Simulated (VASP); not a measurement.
# Sb (I4/mmm) in VASP: a series of runs

The runs below take Sb through single point, with PBE.

Everything below comes from runs of VASP 6.6.1. Logs are shortened: lines on timing, memory, paths and dates and some standing lists are left out, and cuts for length are marked.

## (1) The cell of the first run

Symmetry: I4/mmm, No. 139, tetragonal system. The conventional cell has a = 3.260 Å, b = 3.260 Å, c = 4.518 Å, α = 90.00°, β = 90.00°, γ = 90.00°. Within 4.2 Å of Sb (site symmetry 4/mmm) lie 12 Sb at 3.23 to 3.26 Å.

## (2) Single point, PBE (zz strain of -2 %)

The input, INCAR:

```
SYSTEM = Sb
ALGO = Normal ; EDIFF = 1E-6
ENCUT = 520 ; GGA = PE
ISIF = 2 ; ISMEAR = -1
LASPH = .True. ; LCHARG = .True.
LELF = .True. ; LREAL = .False.
LVHAR = .True. ; LWAVE = .False.
NBANDS = 8 ; NELM = 100
PREC = Accurate ; SIGMA = 0.05
```

The input, KPOINTS:

```
k-points
0
Gamma
  12 12 12
  0 0 0
```

The input, POSCAR:

```
Sb
1.0
    0.0000000000      2.3050000000      2.2589000000
    2.3050000000      0.0000000000      2.2589000000
    2.3050000000      2.3050000000      0.0000000000
Sb
1
Direct
    0.0000000000      0.0000000000      0.0000000000
```

Potentials or basis: VASP PAW PBE potentials, release 64 (Sb).

Started as:

```bash
cat potpaw_PBE.64/Sb/POTCAR > POTCAR
mpirun -np 1 vasp_std > vasp.out
```

OUTCAR:

```text
SYSTEM = Sb
   EDIFF = 1E-6
   ENCUT = 520
   GGA = PE
   ISIF = 2
   ISMEAR = -1
   LASPH = .True.
   LREAL = .False.
   NELM = 100
   PREC = Accurate

 ion  position               nearest neighbor table
   1  0.000  0.000  0.000-

  LATTYP: Found a body centered tetragonal cell.
 ALAT       =     3.2597622613
 C/A-ratio  =     1.3859292911

  Lattice vectors:

 A1 = (   0.0000000000,  -2.3050000000,  -2.2589000000)
 A2 = (   0.0000000000,   2.3050000000,  -2.2589000000)
 A3 = (   2.3050000000,   0.0000000000,   2.2589000000)

Analysis of symmetry for initial positions (statically):
=====================================================================
 Subroutine PRICEL returns:
 Original cell was already a primitive cell.

 Routine SETGRP: Setting up the symmetry group for a
 body centered tetragonal supercell.

 Subroutine GETGRP returns: Found 16 space group operations
 (whereof 16 operations were pure point group operations)
 out of a pool of 16 trial point group operations.

The static configuration has the point symmetry D_4h.

Analysis of symmetry for dynamics (positions and initial velocities):
=====================================================================
 Subroutine PRICEL returns:
 Original cell was already a primitive cell.

 Routine SETGRP: Setting up the symmetry group for a
 body centered tetragonal supercell.

 Subroutine GETGRP returns: Found 16 space group operations
 (whereof 16 operations were pure point group operations)
 out of a pool of 16 trial point group operations.

The dynamic configuration has the point symmetry D_4h.

 Subroutine INISYM returns: Found 16 space group operations
 (whereof 16 operations are pure point group operations),
 and found     1 'primitive' translations

----------------------------------------------------------------------------------------

                                     Primitive cell

  volume of cell :      24.0032

  direct lattice vectors                    reciprocal lattice vectors
     0.000000000  2.305000000  2.258900000    -0.216919740  0.216919740  0.221346673
     2.305000000  0.000000000  2.258900000     0.216919740 -0.216919740  0.221346673
     2.305000000  2.305000000  0.000000000     0.216919740  0.216919740 -0.221346673

  length of vectors
     3.227329269  3.227329269  3.259762261     0.378289171  0.378289171  0.378289171

  position of ions in fractional coordinates (direct lattice)
     0.000000000  0.000000000  0.000000000

  ion indices of the primitive-cell ions
   primitive index   ion index
                 1           1

----------------------------------------------------------------------------------------

 KPOINTS: k-points

Automatic generation of k-mesh.
 Grid dimensions read from file:
 generate k-points for:   12   12   12

 Generating k-lattice:

  Cartesian coordinates                     Fractional coordinates (reciprocal lattice)
    -0.018076645  0.018076645  0.018445556     0.083333333  0.000000000  0.000000000
     0.018076645 -0.018076645  0.018445556     0.000000000  0.083333333  0.000000000
     0.018076645  0.018076645 -0.018445556     0.000000000  0.000000000  0.083333333

  Length of vectors
     0.031524098  0.031524098  0.031524098

  Shift w.r.t. Gamma in fractional coordinates (k-lattice)
     0.000000000  0.000000000  0.000000000

 Subroutine IBZKPT returns following result:
 ===========================================

 Found    163 irreducible k-points:

 Following reciprocal coordinates:
            Coordinates               Weight
  0.000000  0.000000  0.000000      1.000000
  0.083333  0.000000  0.000000      8.000000
  0.166667 -0.000000  0.000000      8.000000
  0.250000  0.000000  0.000000      8.000000
  0.333333  0.000000  0.000000      8.000000
  0.416667  0.000000  0.000000      8.000000
[... 16 lines left out ...]
  0.500000  0.166667  0.000000      8.000000
 -0.416667  0.166667  0.000000      8.000000
 [... further k-points ...]
   k-points           NKPTS =    163   k-points in BZ     NKDIM =    163   number of bands    NBANDS=      8
   number of dos      NEDOS =    301   number of ions     NIONS =      1
   total plane-waves  NPLWV =  13824
   dimension x,y,z NGX =    24 NGY =   24 NGZ =   24
   dimension x,y,z NGXF=    48 NGYF=   48 NGZF=   48
   ions per type =               1
   NGX,Y,Z   is equivalent  to a cutoff of  12.36, 12.36, 12.24 a.u.
   NGXF,Y,Z  is equivalent  to a cutoff of  24.73, 24.73, 24.48 a.u.
 SYSTEM =  Sb
   PREC   = accura    normal or accurate (medium, high low for compatibility)
   ISTART =      0    job   : 0-new  1-cont  2-samecut
   ICHARG =      2    charge: 1-file 2-atom 10-const
   ISPIN  =      1    spin polarized calculation?
   LNONCOLLINEAR =      F non collinear calculations
   LSORBIT =      F    spin-orbit coupling
   LASPH  =      T    aspherical Exc in radial PAW
   ENCUT  =  520.0 eV  38.22 Ry    6.18 a.u.   6.00  6.00  6.06*2*pi/ulx,y,z
   NELM   =    100;   NELMIN=  2; NELMDL= -5     # of ELM steps
   EDIFF  = 0.1E-05   stopping-criterion for ELM
   LREAL  =      F    real-space projection
   EDIFFG = 0.1E-04   stopping-criterion for IOM
   NSW    =      0    number of steps for IOM
   IBRION =     -1    ionic relax: 0-MD 1-quasi-New 2-CG
   NFREE  =      0    steps in history (QN), initial steepest desc. (CG)
   ISIF   =      2    stress and relaxation
   ISYM   =      2    0-nonsym 1-usesym 2-fastsym
   POTIM  = 0.5000    time-step for ionic-motion
   TEBEG  =    0.0;   TEEND  =   0.0 temperature during run
   PSTRESS=    0.0 pullay stress
   NELECT =       5.0000    total number of electrons
   NUPDOWN=      -1.0000    fix difference up-down
   EMIN   =  10.00;   EMAX   =-10.00  energy-range for DOS
   EFERMI =   0.00;   METHOD = LEGACY
   ISMEAR =    -1;   SIGMA  =   0.05  broadening in eV -4-tet -1-fermi 0-gaus
   EFERMI_NEDOS =   21; number of points for ismear=-14 and -15
   IALGO  =     38    algorithm
   IMIX   =      4    mixing-type and parameters
     AMIX     =   0.40;   BMIX     =  1.00
     AMIX_MAG =   1.60;   BMIX_MAG =  1.00
  volume/ion in A,a.u.               =      24.00       161.98
  Fermi-wavevector in a.u.,A,eV,Ry     =   0.970455  1.833893 12.813723  0.941782
  Thomas-Fermi vector in A             =   2.100591
   LORBIT       =      0    0 simple, 1 ext, 2 COOP (PROOUT), +10 PAW based schemes
   GGA     = PE    functional components
   LHFCALC =     F    Hartree Fock is set to
   AEXX    =    0.0000 exact exchange contribution
   IVDW    =     0    specifies the selected vdW correction
   LEPSILON=     F    determine dielectric tensor
   LRPA    =     F    only Hartree local field effects (RPA)
 non-spin polarized calculation
  energy-cutoff  :      520.00
  volume of cell :       24.00
 maximum number of plane-waves:       660
   NGX = 11   NGY = 11   NGZ = 13

 number of electron       4.9999999 magnetization

 Free energy of the ion-electron system (eV)
  ---------------------------------------------------
  ext. energy  EPLUGINS =         0.00000000
  ---------------------------------------------------
  free energy    TOTEN  =        -3.72071053 eV

  energy without entropy =       -3.71450194  energy(sigma->0) =       -3.71760623

 E-fermi :  10.1798     XC(G=0): -10.7444

 val. band max:       10.1757627685   @ k =  -0.1667   0.4167   0.3333
 cond. band min:      10.1860530154   @ k =  -0.1667   0.0000   0.1667
 fundamental gap:      0.0102902469
 Fermi energy:        10.1797819983

 k-point     1 :       0.0000    0.0000    0.0000
  band No.  band energies     occupation
      1      -3.7804      2.00000
      2      16.3005      0.00000
      3      16.3270      0.00000
      4      16.3270      0.00000
      5      20.3200      0.00000
      6      20.4093      0.00000
      7      20.4093      0.00000
      8      20.5361      0.00000

 k-point     2 :       0.0833    0.0000    0.0000
  band No.  band energies     occupation
      1      -3.6272      2.00000
      2      14.8240      0.00000
      3      16.0745      0.00000
      4      16.1012      0.00000
      5      19.3596      0.00000
      6      20.7766      0.00000
      7      20.8411      0.00000
      8      22.4369      0.00000

 k-point     3 :       0.1667   -0.0000    0.0000
  band No.  band energies     occupation
      1      -3.1689      2.00000
      2      12.0983      0.00000
      3      15.5319      0.00000
      4      15.6468      0.00000
      5      18.9669      0.00000
      6      21.3038      0.00000
      7      21.4805      0.00000
      8      22.8643      0.00000

 k-point     4 :       0.2500    0.0000    0.0000
  band No.  band energies     occupation
      1      -2.4111      2.00000
      2       9.3253      2.00000
      3      14.9718      0.00000
      4      15.1777      0.00000
      5      18.7657      0.00000
      6      20.7207      0.00000
      7      21.0484      0.00000
      8      22.1508      0.00000

 k-point     5 :       0.3333    0.0000    0.0000
  band No.  band energies     occupation
      1      -1.3744      2.00000
      2       6.7781      2.00000
      3      14.5215      0.00000
      4      14.8053      0.00000
      5      18.7354      0.00000
      6      19.9800      0.00000
      7      20.2876      0.00000
      8      21.0668      0.00000
[... 177 lines left out ...]
 k-point    22 :       0.4167    0.1667    0.0000
  band No.  band energies     occupation
      1      -0.3948      2.00000
      2       6.4047      2.00000
      3      12.2095      0.00000
      4      12.5392      0.00000
      5      16.5579      0.00000
      6      20.9115      0.00000
      7      22.1866      0.00000
      8      23.2009      0.00000

 k-point    23 :       0.5000    0.1667    0.0000
  band No.  band energies     occupation
      1       0.7886      2.00000
      2       4.5547      2.00000
      3      11.4705      0.00000
      4      12.6943      0.00000
      5      16.5387      0.00000
      6      21.5305      0.00000
      7      21.7631      0.00000
      8      23.8439      0.00000

 k-point    24 :      -0.4167    0.1667    0.0000
  band No.  band energies     occupation
      1       1.0077      2.00000
      2       4.2668      2.00000
      3      10.9316      0.00000
      4      13.1433      0.00000
      5      16.8451      0.00000
      6      21.0988      0.00000
      7      21.5306      0.00000
      8      24.9962      0.00000

 [... further k-points ...]

------------------------ aborting loop because EDIFF is reached ----------------------------------------

  FORCE on cell =-STRESS in cart. coord.  units (eV):
  Direction    XX          YY          ZZ          XY          YZ          ZX
  --------------------------------------------------------------------------------------
  -------------------------------------------------------------------------------------
  Total        1.5963109      1.5963109      1.6042529      0.0000000      0.0000000     -0.0000000
  in kB      106.5514080    106.5514080    107.0815296      0.0000000      0.0000000     -0.0000000
  external PRESSURE =     106.7281152 kB  Pullay stress =       0.0000000 kB

 VOLUME and BASIS-vectors are now :
 -----------------------------------------------------------------------------
  energy-cutoff  :      520.00
  volume of cell :       24.00
      direct lattice vectors                 reciprocal lattice vectors
     0.000000000  2.305000000  2.258900000    -0.216919740  0.216919740  0.221346673
     2.305000000  0.000000000  2.258900000     0.216919740 -0.216919740  0.221346673
     2.305000000  2.305000000  0.000000000     0.216919740  0.216919740 -0.221346673

 POSITION                                       TOTAL-FORCE (eV/Angst)
 -----------------------------------------------------------------------------------
      0.00000      0.00000      0.00000         0.000000     -0.000000      0.000000
 -----------------------------------------------------------------------------------
    total drift:                                0.000000      0.000000      0.000000

  FREE ENERGIE OF THE ION-ELECTRON SYSTEM (eV)
  ---------------------------------------------------
  free  energy   TOTEN  =        -3.7207105266 eV

  energy  without entropy=       -3.7145019389  energy(sigma->0) =       -3.71760623
```

Wall time 18 s (1 thread of Intel Xeon 8259CL, shared host); peak memory 0.16 GiB.

Results:

```yaml
Free_energy: -3.7207 eV
Pressure: 10.7 GPa
Band_gap_on_the_k_mesh: zero (an odd number of electrons rules out a gap without spin polarisation)
```

Caveat: the cell differs from its parent crystal (zz strain of -2 %); the cell stands under pressure; spin-orbit coupling is left out, which moves the levels of the heavy elements.

## (3) Single point, PBE (zz strain of +1 %)

The input, INCAR:

```
SYSTEM = Sb
PREC = Accurate
ENCUT = 520
EDIFF = 1E-6
ISMEAR = -1
SIGMA = 0.05
LREAL = .False.
LASPH = .True.
NELM = 100
ALGO = Normal
ISIF = 2
LWAVE = .False.
LCHARG = .False.
GGA = PE
NBANDS = 8
```

The input, KPOINTS:

```
Automatic mesh
0
Gamma
  12 12 12
  0 0 0
```

The input, POSCAR:

```
Sb
1.0
    0.0000000000      2.3050000000      2.3280500000
    2.3050000000      0.0000000000      2.3280500000
    2.3050000000      2.3050000000      0.0000000000
Sb
1
Direct
    0.0000000000      0.0000000000      0.0000000000
```

Potentials or basis: VASP PAW PBE potentials, release 64 (Sb).

Started as:

```bash
cat potpaw_PBE.64/Sb/POTCAR > POTCAR
mpirun -np 1 vasp_std > vasp.out
```

OUTCAR:

```text
SYSTEM = Sb
   PREC = Accurate
   ENCUT = 520
   EDIFF = 1E-6
   ISMEAR = -1
   LREAL = .False.
   LASPH = .True.
   NELM = 100
   ISIF = 2
   GGA = PE

 ion  position               nearest neighbor table
   1  0.000  0.000  0.000-

  LATTYP: Found a body centered tetragonal cell.
 ALAT       =     3.2597622613
 C/A-ratio  =     1.4283556980

  Lattice vectors:

 A1 = (  -2.3050000000,   0.0000000000,   2.3280500000)
 A2 = (   2.3050000000,   0.0000000000,   2.3280500000)
 A3 = (   0.0000000000,   2.3050000000,  -2.3280500000)
[... 442 lines left out ...]

 [... further k-points ...]

------------------------ aborting loop because EDIFF is reached ----------------------------------------

  FORCE on cell =-STRESS in cart. coord.  units (eV):
  Direction    XX          YY          ZZ          XY          YZ          ZX
  --------------------------------------------------------------------------------------
  -------------------------------------------------------------------------------------
  Total        1.1781420      1.1781420      1.2076516      0.0000000      0.0000000      0.0000000
  in kB       76.3034333     76.3034333     78.2146460      0.0000000      0.0000000      0.0000000
  external PRESSURE =      76.9405042 kB  Pullay stress =       0.0000000 kB

 VOLUME and BASIS-vectors are now :
 -----------------------------------------------------------------------------
  energy-cutoff  :      520.00
  volume of cell :       24.74
      direct lattice vectors                 reciprocal lattice vectors
     0.000000000  2.305000000  2.328050000    -0.216919740  0.216919740  0.214772020
     2.305000000  0.000000000  2.328050000     0.216919740 -0.216919740  0.214772020
     2.305000000  2.305000000  0.000000000     0.216919740  0.216919740 -0.214772020

 POSITION                                       TOTAL-FORCE (eV/Angst)
 -----------------------------------------------------------------------------------
      0.00000      0.00000      0.00000        -0.000000     -0.000000      0.000000
 -----------------------------------------------------------------------------------
    total drift:                                0.000000      0.000000      0.000000

  FREE ENERGIE OF THE ION-ELECTRON SYSTEM (eV)
  ---------------------------------------------------
  free  energy   TOTEN  =        -3.7626197314 eV

  energy  without entropy=       -3.7559366535  energy(sigma->0) =       -3.75927819
```

Wall time 16 s (1 thread of Intel Xeon 8259CL, shared host); peak memory 0.16 GiB.

Results:

| Item | Value |
| --- | --- |
| Free energy | -3.7626 eV |
| Pressure | 7.7 GPa |
| Band gap on the k mesh | zero (an odd number of electrons rules out a gap without spin polarisation) |

Caveat: the cell differs from its parent crystal (zz strain of +1 %); the cell stands under pressure; spin-orbit coupling is left out, which moves the levels of the heavy elements.

[end of part 1 of 2]
